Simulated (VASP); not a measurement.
## LaB6: relaxation of the atoms with BLYP+D3(BJ)

The system is LaB6.

```
La B
1.0
     4.06068    0.00000    0.00000
     0.00000    4.06068    0.00000
     0.00000    0.00000    4.06068
La B
1 6
Direct
  0.00000 0.00000 0.00000
  0.19908 0.50000 0.50000
  0.80092 0.50000 0.50000
  0.50000 0.50000 0.19908
  0.50000 0.50000 0.80092
  0.50000 0.19908 0.50000
  0.50000 0.80092 0.50000
```

This cell differs from its parent crystal: volume scaled by 0.96.

```yaml
Program: VASP 6.6.1
Task: relaxation of the atoms
Functional: BLYP
Dispersion: D3(BJ)
Potentials_or_basis: VASP PAW PBE potentials, release 64 (La, B)
Cutoff: 520 eV
k_mesh: 6 × 6 × 6
Occupations: gaussian, width 0.05 eV
Spin: no spin polarisation
Dipole_correction: no
Further_INCAR_settings: ALGO = Normal; EDIFF = 1e-06; IBRION = 2; EDIFFG = -0.01; NSW = 60
```

```json
{
 "Energy gained by relaxing": "0.0 meV/atom",
 "Ionic steps": "3",
 "Pressure after relaxing": "7.8 GPa",
 "Dispersion energy per atom": "-0.620 eV"
}
```

The path:
| step | energy change (eV) | largest force (eV/Å) | pressure (GPa) |
| --- | --- | --- | --- |
| 1 | 0.0000 | 0.0742 | 7.86 |
| 2 | 0.0012 | 0.1866 | 7.71 |
| 3 | -0.0002 | 0.0005 | 7.81 |

Final structure:
```
La B
1.0
     4.06068    0.00000    0.00000
     0.00000    4.06068    0.00000
     0.00000    0.00000    4.06068
La B
1 6
Direct
  0.00000 0.00000 0.00000
  0.19883 0.50000 0.50000
  0.80117 0.50000 0.50000
  0.50000 0.50000 0.19883
  0.50000 0.50000 0.80117
  0.50000 0.19883 0.50000
  0.50000 0.80117 0.50000
```

Levels at points of the mesh, in eV from the Fermi level:
| k point | band 11 | band 12 | band 13 | band 14 | band 15 | band 16 | band 17 | band 18 |
| --- | --- | --- | --- | --- | --- | --- | --- | --- |
| (0.00, 0.00, 0.00) | -7.22 | -1.96 | -1.96 | -1.96 | 0.09 | 0.09 | 0.09 | 1.62 |
| (0.50, 0.00, 0.00) | -3.60 | -3.60 | -3.45 | -2.59 | -1.58 | 1.40 | 1.69 | 1.69 |
| (0.50, 0.50, 0.00) | -4.69 | -4.69 | -3.14 | -3.14 | 1.00 | 1.00 | 1.88 | 1.91 |
| (0.50, 0.50, 0.50) | -4.79 | -2.61 | -2.61 | -2.61 | 1.43 | 1.67 | 1.67 | 1.67 |

Wall time 71 s on 1 thread of AMD EPYC 9R45 96-Core Processor (Zen 5), with other jobs on the host, peak memory 0.18 GiB.

Caveat: the PAW data sets were made with another functional, which shifts forces and pressure a little; spin-orbit coupling is left out, which moves the levels of the heavy elements; pairwise dispersion overbinds metals, which lowers pressure and volume.
